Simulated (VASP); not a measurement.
Write the native input for VASP 6.6.1 that does the following.

- Task: electric field gradients
- Functional: PBEsol
- Potentials or basis: VASP PAW PBE potentials, release 64 (Yb)
- Cutoff: 520 eV
- k mesh: 12 × 12 × 12
- Occupations: fermi-dirac, width 0.03 eV
- Spin: no spin polarisation
- Dipole correction: no
- Further INCAR settings: ALGO = Normal; EDIFF = 1e-08; NBANDS = 18

The structure of Yb lies in POSCAR:

```
Yb
1.0
    0.0000000000      2.7246250000      2.7246250000
    2.7246250000      0.0000000000      2.7246250000
    2.7246250000      2.7246250000      0.0000000000
Yb
1
Direct
    0.0000000000      0.0000000000      0.0000000000
```

The input as run:

INCAR

```
SYSTEM = Yb
PREC = Accurate
ENCUT = 520
EDIFF = 1E-8
ISMEAR = -1
SIGMA = 0.03
LREAL = .FALSE.
LASPH = .TRUE.
NELM = 100
ALGO = Normal
ISIF = 2
LWAVE = .FALSE.
LCHARG = .FALSE.
GGA = PS
LEFG = .TRUE.
NBANDS = 18
```

KPOINTS

```
Automatic mesh
0
G
  12 12 12
  0 0 0
```

Potentials or basis: VASP PAW PBE potentials, release 64 (Yb).

The run is started by

```bash
$ cat potpaw_PBE.64/Yb/POTCAR > POTCAR
$ mpirun -np 1 vasp_std > vasp.out
```

Results of the run:

| Item | Value |
| --- | --- |
| Pressure | -3.4 GPa |
| Band gap on the k mesh | zero (bands 12 and 13 overlap by 0.05 eV) |
| Largest electric field gradient by atom | under 0.05 V/Å² on every atom |

Caveat: the cell stands under tension; the PAW data sets were made with another functional, which shifts forces and pressure a little; spin-orbit coupling is left out, which moves the levels of the heavy elements.

Wall time 3.5 min on 1 thread of Intel(R) Xeon(R) Platinum 8259CL CPU @ 2.50GHz (Skylake/Cascade Lake), on a shared host, peak memory 0.22 GiB.
